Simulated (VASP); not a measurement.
# InSe in VASP: further runs

The runs below take InSe through single point, with PBE+D3(BJ).

The COD entry that gives the cell may itself be a prediction, so a difference from it is no test against experiment.

Everything below comes from runs of VASP 6.6.1. Logs are shortened: lines on timing, memory, paths and dates and some standing lists are left out, and cuts for length are marked.

### Step 1. The cell of the first run

The cell holds a slab with vacuum, 4 atoms: a = 4.036 Å, b = 4.036 Å, c = 36.721 Å, α = 90.00°, β = 90.00°, γ = 120.00°.

### Step 2. Single point, PBE+D3(BJ)

Contents of INCAR:

```
SYSTEM = InSe
PREC     = Accurate       ! precision mode
ENCUT    = 400            ! plane-wave cutoff, eV
EDIFF    = 1E-6           ! SCF threshold, eV
ISMEAR   = 0              ! smearing method
SIGMA    = 0.1            ! smearing width, eV
LREAL    = .False.        ! projectors in reciprocal space
LASPH    = .True.         ! aspherical terms in the spheres
NELM     = 120            ! most SCF steps
ALGO     = Normal         ! electronic algorithm
ISIF     = 2              ! what is computed and relaxed
LWAVE    = .False.        ! write WAVECAR
LCHARG   = .True.         ! write CHGCAR
LDIPOL   = .True.       
IDIPOL   = 3            
DIPOL    = 0.5 0.5 0.500
GGA      = PE             ! functional
IVDW     = 12             ! dispersion correction
LELF     = .True.         ! ELF
LVHAR    = .True.       
LVACPOTAV= .True.       
NBANDS   = 27             ! bands
GGA_COMPAT= .False.      
NELMDL   = -8
```

Contents of KPOINTS:

```
Automatic mesh
0
Gamma
  6 6 1
  0 0 0
```

Contents of POSCAR:

```
InSe
1.0
    4.0363944497      0.0000000000      0.0000000000
   -2.0181972249      3.4956201332      0.0000000000
    0.0000000000      0.0000000000     36.7211901288
Se In
2 2
Direct
    0.0000000000      0.0000000000      0.4270095135
    0.0000000000      0.0000000000      0.5729904865
    0.6666666667      0.3333333333      0.4619406280
    0.6666666667      0.3333333333      0.5380039361
```

Potentials or basis: VASP PAW PBE potentials, release 64 (Se, In_d).

Command:

```console
cat potpaw_PBE.64/Se/POTCAR potpaw_PBE.64/In_d/POTCAR > POTCAR
mpirun -np 1 vasp_std > vasp.out
```

OUTCAR:

```text
SYSTEM = InSe
   PREC = Accurate
   ENCUT = 400
   EDIFF = 1E-6
   ISMEAR = 0
   LREAL = .False.
   LASPH = .True.
   NELM = 120
   ISIF = 2
   GGA = PE
   IVDW = 12
   NELMDL = -8
 IVDW          = 12

 ion  position               nearest neighbor table
   1  0.000  0.000  0.427-   3 2.66   3 2.66   3 2.66
   2  0.000  0.000  0.573-   4 2.66   4 2.66   4 2.66
   3  0.667  0.333  0.462-   1 2.66   1 2.66   1 2.66   4 2.79
   4  0.667  0.333  0.538-   2 2.66   2 2.66   2 2.66   3 2.79

  LATTYP: Found a hexagonal cell.
 ALAT       =     4.0363944497
 C/A-ratio  =     9.0975226991

  Lattice vectors:

 A1 = (   4.0363944497,   0.0000000000,   0.0000000000)
 A2 = (  -2.0181972249,   3.4956201332,   0.0000000000)
 A3 = (   0.0000000000,   0.0000000000,  36.7211901288)

Analysis of symmetry for initial positions (statically):
=====================================================================
 Subroutine PRICEL returns:
 Original cell was already a primitive cell.

 Routine SETGRP: Setting up the symmetry group for a
 hexagonal supercell.

 Subroutine GETGRP returns: Found  6 space group operations
 (whereof  6 operations were pure point group operations)
 out of a pool of 24 trial point group operations.

The static configuration has the point symmetry C_3v.

Analysis of symmetry for dynamics (positions and initial velocities):
=====================================================================
 Subroutine PRICEL returns:
 Original cell was already a primitive cell.

 Routine SETGRP: Setting up the symmetry group for a
 hexagonal supercell.

 Subroutine GETGRP returns: Found  6 space group operations
 (whereof  6 operations were pure point group operations)
 out of a pool of 24 trial point group operations.

The dynamic configuration has the point symmetry C_3v.

 Subroutine INISYM returns: Found  6 space group operations
 (whereof  6 operations are pure point group operations),
 and found     1 'primitive' translations

----------------------------------------------------------------------------------------

                                     Primitive cell

  volume of cell :     518.1250

  direct lattice vectors                    reciprocal lattice vectors
     4.036394450  0.000000000  0.000000000     0.247745856  0.143036137  0.000000000
    -2.018197225  3.495620133  0.000000000     0.000000000  0.286072274  0.000000000
     0.000000000  0.000000000 36.721190129     0.000000000  0.000000000  0.027232233

  length of vectors
     4.036394450  4.036394450 36.721190129     0.286072274  0.286072274  0.027232233

  position of ions in fractional coordinates (direct lattice)
     0.000000000  0.000000000  0.427009514
     0.000000000  0.000000000  0.572990486
     0.666666667  0.333333333  0.461940628
     0.666666667  0.333333333  0.538003936

  ion indices of the primitive-cell ions
   primitive index   ion index
                 1           1
                 2           2
                 3           3
                 4           4

----------------------------------------------------------------------------------------

 KPOINTS: Automatic mesh

Automatic generation of k-mesh.
 Grid dimensions read from file:
 generate k-points for:    6    6    1

 Generating k-lattice:

  Cartesian coordinates                     Fractional coordinates (reciprocal lattice)
     0.041290976  0.023839356  0.000000000     0.166666667  0.000000000  0.000000000
     0.000000000  0.047678712  0.000000000     0.000000000  0.166666667  0.000000000
     0.000000000  0.000000000  0.027232233     0.000000000  0.000000000  1.000000000

  Length of vectors
     0.047678712  0.047678712  0.027232233

  Shift w.r.t. Gamma in fractional coordinates (k-lattice)
     0.000000000  0.000000000  0.000000000

 Subroutine IBZKPT returns following result:
 ===========================================

 Found      7 irreducible k-points:

 Following reciprocal coordinates:
            Coordinates               Weight
  0.000000  0.000000  0.000000      1.000000
  0.166667 -0.000000  0.000000      6.000000
  0.333333  0.000000  0.000000      6.000000
  0.500000  0.000000  0.000000      3.000000
  0.166667  0.166667  0.000000      6.000000
  0.333333  0.166667  0.000000     12.000000
  0.333333  0.333333  0.000000      2.000000
   k-points           NKPTS =      7   k-points in BZ     NKDIM =      7   number of bands    NBANDS=     27
   number of dos      NEDOS =    301   number of ions     NIONS =      4
   total plane-waves  NPLWV = 188160
   dimension x,y,z NGX =    28 NGY =   28 NGZ =  240
   dimension x,y,z NGXF=    56 NGYF=   56 NGZF=  480
   ions per type =               2   2
   NGX,Y,Z   is equivalent  to a cutoff of  11.53, 11.53, 10.87 a.u.
   NGXF,Y,Z  is equivalent  to a cutoff of  23.06, 23.06, 21.73 a.u.
 SYSTEM =  InSe
   PREC   = accura    normal or accurate (medium, high low for compatibility)
   ISTART =      0    job   : 0-new  1-cont  2-samecut
   ICHARG =      2    charge: 1-file 2-atom 10-const
   ISPIN  =      1    spin polarized calculation?
   LNONCOLLINEAR =      F non collinear calculations
   LSORBIT =      F    spin-orbit coupling
   LASPH  =      T    aspherical Exc in radial PAW
   ENCUT  =  400.0 eV  29.40 Ry    5.42 a.u.   6.58  6.58 59.88*2*pi/ulx,y,z
   NELM   =    120;   NELMIN=  2; NELMDL= -8     # of ELM steps
   EDIFF  = 0.1E-05   stopping-criterion for ELM
   LREAL  =      F    real-space projection
   EDIFFG = 0.1E-04   stopping-criterion for IOM
   NSW    =      0    number of steps for IOM
   IBRION =     -1    ionic relax: 0-MD 1-quasi-New 2-CG
   NFREE  =      0    steps in history (QN), initial steepest desc. (CG)
   ISIF   =      2    stress and relaxation
   ISYM   =      2    0-nonsym 1-usesym 2-fastsym
   POTIM  = 0.5000    time-step for ionic-motion
   TEBEG  =    0.0;   TEEND  =   0.0 temperature during run
   PSTRESS=    0.0 pullay stress
   NELECT =      38.0000    total number of electrons
   NUPDOWN=      -1.0000    fix difference up-down
   EMIN   =  10.00;   EMAX   =-10.00  energy-range for DOS
   EFERMI =   0.00;   METHOD = LEGACY
   ISMEAR =     0;   SIGMA  =   0.10  broadening in eV -4-tet -1-fermi 0-gaus
   EFERMI_NEDOS =   21; number of points for ismear=-14 and -15
   IALGO  =     38    algorithm
   IMIX   =      4    mixing-type and parameters
     AMIX     =   0.40;   BMIX     =  1.00
     AMIX_MAG =   1.60;   BMIX_MAG =  1.00
  volume/ion in A,a.u.               =     129.53       874.12
  Fermi-wavevector in a.u.,A,eV,Ry     =   0.685264  1.294961  6.389113  0.469587
  Thomas-Fermi vector in A             =   1.765155
   LORBIT       =      0    0 simple, 1 ext, 2 COOP (PROOUT), +10 PAW based schemes
   GGA     = PE    functional components
   LHFCALC =     F    Hartree Fock is set to
   AEXX    =    0.0000 exact exchange contribution
   IVDW    =    12    specifies the selected vdW correction
   LEPSILON=     F    determine dielectric tensor
   LRPA    =     F    only Hartree local field effects (RPA)
 non-spin polarized calculation
 Gauss-broadening in eV      SIGMA  =   0.10
  energy-cutoff  :      400.00
  volume of cell :      518.13
 maximum number of plane-waves:      9527
 NGX is ok and might be reduce to    28
   NGX = 13   NGY = 13   NGZ =119

 number of electron      37.9999981 magnetization

 dipolmoment           0.000000      0.000000      0.000345 electrons x Angstroem

 Free energy of the ion-electron system (eV)
  ---------------------------------------------------
  ext. energy  EPLUGINS =         0.00000000
  ---------------------------------------------------
  free energy    TOTEN  =       -14.19908728 eV

  energy without entropy =      -14.19908728  energy(sigma->0) =      -14.19908728

 E-fermi :  -3.3670     XC(G=0):  -2.3185

 val. band max:       -3.8609297051   @ k =   0.1667  -0.0000   0.0000
 cond. band min:      -2.2958618084   @ k =   0.0000   0.0000   0.0000
 fundamental gap:      1.5650678966
 Fermi energy:        -3.3669606794

 k-point     1 :       0.0000    0.0000    0.0000
  band No.  band energies     occupation
      1     -17.9015      2.00000
      2     -17.7164      2.00000
      3     -17.7164      2.00000
      4     -17.6334      2.00000
      5     -17.6334      2.00000
      6     -17.6256      2.00000
[... 19 lines left out ...]
     26       2.1466      0.00000
     27       2.2906      0.00000

 k-point     2 :       0.1667   -0.0000    0.0000
  band No.  band energies     occupation
      1     -17.9031      2.00000
      2     -17.7915      2.00000
      3     -17.7224      2.00000
      4     -17.7134      2.00000
      5     -17.6326      2.00000
      6     -17.6160      2.00000
[... 19 lines left out ...]
     26       2.1145      0.00000
     27       2.4811      0.00000

 k-point     3 :       0.3333    0.0000    0.0000
  band No.  band energies     occupation
      1     -17.9630      2.00000
      2     -17.8526      2.00000
      3     -17.8442      2.00000
      4     -17.7129      2.00000
      5     -17.6457      2.00000
      6     -17.5812      2.00000
[... 19 lines left out ...]
     26       2.7660      0.00000
     27       3.4773      0.00000

 k-point     4 :       0.5000    0.0000    0.0000
  band No.  band energies     occupation
      1     -18.0086      2.00000
      2     -17.9042      2.00000
      3     -17.8435      2.00000
      4     -17.7143      2.00000
      5     -17.6520      2.00000
      6     -17.5635      2.00000
[... 19 lines left out ...]
     26       3.6572      0.00000
     27       3.9920      0.00000

 k-point     5 :       0.1667    0.1667    0.0000
  band No.  band energies     occupation
      1     -17.9368      2.00000
      2     -17.8416      2.00000
      3     -17.8205      2.00000
      4     -17.7168      2.00000
      5     -17.6370      2.00000
      6     -17.5956      2.00000
[... 19 lines left out ...]
     26       2.7291      0.00000
     27       2.9056      0.00000

 k-point     6 :       0.3333    0.1667    0.0000
  band No.  band energies     occupation
      1     -17.9971      2.00000
      2     -17.8965      2.00000
      3     -17.8443      2.00000
      4     -17.7246      2.00000
      5     -17.6396      2.00000
      6     -17.5770      2.00000
[... 19 lines left out ...]
     26       3.6120      0.00000
     27       3.6319      0.00000

 k-point     7 :       0.3333    0.3333    0.0000
  band No.  band energies     occupation
      1     -18.0076      2.00000
      2     -17.9126      2.00000
      3     -17.8430      2.00000
      4     -17.7357      2.00000
      5     -17.6253      2.00000
      6     -17.5885      2.00000
[... 19 lines left out ...]
     26       3.7016      0.00000
     27       4.1291      0.00000

------------------------ aborting loop because EDIFF is reached ----------------------------------------

 vacuum level on the upper side and lower side of the slab       (xc-potential included)        -0.110        -0.113

 Edisp (eV)   -0.88320

 E8    (eV) :    -0.4261

  FORCE on cell =-STRESS in cart. coord.  units (eV):
  Direction    XX          YY          ZZ          XY          YZ          ZX
  --------------------------------------------------------------------------------------
  -------------------------------------------------------------------------------------
  Total      -0.02638    -0.02638     0.13329     0.00000     0.00000    -0.00000
  in kB      -0.08156    -0.08156     0.41216     0.00000     0.00000    -0.00000
  external pressure =        0.08 kB  Pullay stress =        0.00 kB

 VOLUME and BASIS-vectors are now :
 -----------------------------------------------------------------------------
  energy-cutoff  :      400.00
  volume of cell :      518.13
      direct lattice vectors                 reciprocal lattice vectors
     4.036394450  0.000000000  0.000000000     0.247745856  0.143036137  0.000000000
    -2.018197225  3.495620133  0.000000000     0.000000000  0.286072274  0.000000000
     0.000000000  0.000000000 36.721190129     0.000000000  0.000000000  0.027232233

 POSITION                                       TOTAL-FORCE (eV/Angst)
 -----------------------------------------------------------------------------------
      0.00000      0.00000     15.68030         0.000000      0.000000     -0.062507
      0.00000      0.00000     21.04089        -0.000000     -0.000000      0.049130
      2.01820      1.16521     16.96301         0.000000     -0.000000      0.049418
      2.01820      1.16521     19.75614        -0.000000     -0.000000     -0.036041
 -----------------------------------------------------------------------------------
    total drift:                               -0.000000      0.000000      0.000004

  FREE ENERGIE OF THE ION-ELECTRON SYSTEM (eV)
  ---------------------------------------------------
  free  energy   TOTEN  =       -15.0822825527 eV

  energy  without entropy=      -15.0822825527  energy(sigma->0) =      -15.08228255

 vacuum level on the upper side and lower side of the slab         2.105         2.100
```

It took 4.8 min on 1 thread of AMD EPYC 7R13, shared host; peak memory 0.43 GiB.

Results:

```
Free energy                            : -15.0823 eV
Largest force                          : 0.063 eV/Å
Band gap on the k mesh                 : 1.56 eV, indirect (least direct gap 1.64 eV)
Dispersion energy per atom             : -0.221 eV
Ionisation potential of the upper face : 5.97 eV
```

Forces in eV/Å, atoms in the order of the input:
```
Se   0.000  0.000 -0.063
Se   0.000  0.000  0.049
In   0.000  0.000  0.049
In   0.000  0.000 -0.036
```

Caveat: spin-orbit coupling is left out, which moves the levels of the heavy elements.

### Step 3. Single point, PBE+D3(BJ)

This run uses another cell than the first one, of 128.91 Å³/atom, 0.995 times its volume.

Contents of INCAR:

```
SYSTEM = InSe
PREC = Accurate
ENCUT = 400
EDIFF = 1E-6
ISMEAR = 0
SIGMA = 0.02
LREAL = .FALSE.
LASPH = .TRUE.
NELM = 120
ALGO = Normal
ISIF = 2
LWAVE = .FALSE.
LCHARG = .FALSE.
LDIPOL = .TRUE.
IDIPOL = 3
DIPOL = 0.5 0.5 0.500
GGA = PE
IVDW = 12
NBANDS = 27
GGA_COMPAT = .FALSE.
NELMDL = -8
```

Contents of KPOINTS:

```
Automatic mesh
0
G
  9 9 1
  0 0 0
```

Contents of POSCAR:

```
InSe
1.0
    4.0266404765      0.0000000000      0.0000000000
   -2.0133202383      3.4871729445      0.0000000000
    0.0000000000      0.0000000000     36.7211901288
Se In
2 2
Direct
    0.0000000000      0.0000000000      0.4266561054
    0.0000000000      0.0000000000      0.5733161498
    0.6666666667      0.3333333333      0.4619360775
    0.6666666667      0.3333333333      0.5380362314
```

Potentials or basis: VASP PAW PBE potentials, release 64 (Se, In_d).

Command:

```console
cat potpaw_PBE.64/Se/POTCAR potpaw_PBE.64/In_d/POTCAR > POTCAR
mpirun -np 1 vasp_std > vasp.out
```

Wall time 7.1 min (1 thread of AMD EPYC 7R13, shared host); peak memory 0.48 GiB.

The run converged. Its results:

```
Free energy                : -15.0892 eV
Largest force              : 0.015 eV/Å
Band gap on the k mesh     : 1.62 eV, indirect (least direct gap 1.69 eV)
Dispersion energy per atom : -0.221 eV
```

Forces on the atoms (eV/Å):
```
Se   0.000  0.000 -0.015
Se   0.000  0.000  0.015
In   0.000  0.000  0.013
In   0.000  0.000 -0.013
```

Levels at points of the mesh, in eV from the valence-band top:
```csv
k point,band 17,band 18,band 19,band 20,band 21,band 22
"(0.00, 0.00, 0.00)",-0.37,-0.37,-0.07,1.62,2.84,5.08
```

Caveat: spin-orbit coupling is left out, which moves the levels of the heavy elements.
